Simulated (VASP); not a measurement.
# AlGaN2: single point with LDA

AlGaN2:

```xyz
4
Lattice="2.9316 0.0000 0.0000 0.0000 2.9316 0.0000 0.0000 0.0000 4.9510" Properties=species:S:1:pos:R:3 pbc="T T T"
Al    1.4658    1.4658    2.4755
Ga    0.0000    0.0000    0.0000
N     1.4658    0.0000    3.6640
N     0.0000    1.4658    1.2870
```

This cell differs from its parent crystal: ratio of the length along z to the lengths across it x 1.2, volume and fractional coordinates fixed.

| Property | Result |
| --- | --- |
| Program | VASP 6.6.1 |
| Task | single point |
| Functional | LDA |
| Potentials or basis | VASP PAW LDA potentials, release 64 (Al, Ga_d, N) |
| Cutoff | 520 eV |
| k mesh | 8 × 8 × 6 |
| Occupations | gaussian, width 0.05 eV |
| Spin | no spin polarisation |

```json
{
 "Pressure": "-1.1 GPa",
 "Largest force": "0.211 eV/Å",
 "Band gap on the k mesh": "2.44 eV, indirect (least direct gap 2.47 eV)"
}
```

Forces in eV/Å, atoms in the order of the input:
```
Al   0.000  0.000  0.000
Ga   0.000  0.000  0.000
N    0.000  0.000  0.211
N    0.000  0.000 -0.211
```

Stress tensor (GPa, compression positive):
```
 11.32   0.00   0.00
  0.00  11.32   0.00
  0.00   0.00 -25.79
```

Levels at points of the mesh, in eV from the valence-band top:
```csv
k point,band 11,band 12,band 13,band 14,band 15,band 16
"(0.00, 0.00, 0.00)",-1.31,-0.03,-0.03,2.44,3.98,9.07
"(0.50, 0.00, 0.00)",-4.10,-0.55,-0.21,6.64,6.64,7.77
"(0.50, 0.50, 0.00)",-3.15,-3.12,-3.04,2.60,2.60,4.85
"(0.00, 0.00, 0.50)",-1.22,-0.70,-0.70,4.76,5.07,6.86
"(0.50, 0.00, 0.50)",-1.97,-0.55,-0.16,3.85,4.98,8.94
"(0.50, 0.50, 0.50)",-3.69,-3.69,-3.63,4.88,4.88,7.83
```

Run time: 25 s on 1 thread of AMD EPYC 9R45 96-Core Processor (Zen 5), with other jobs on the host, peak memory 0.15 GiB.

 A k mesh can miss the band edges.
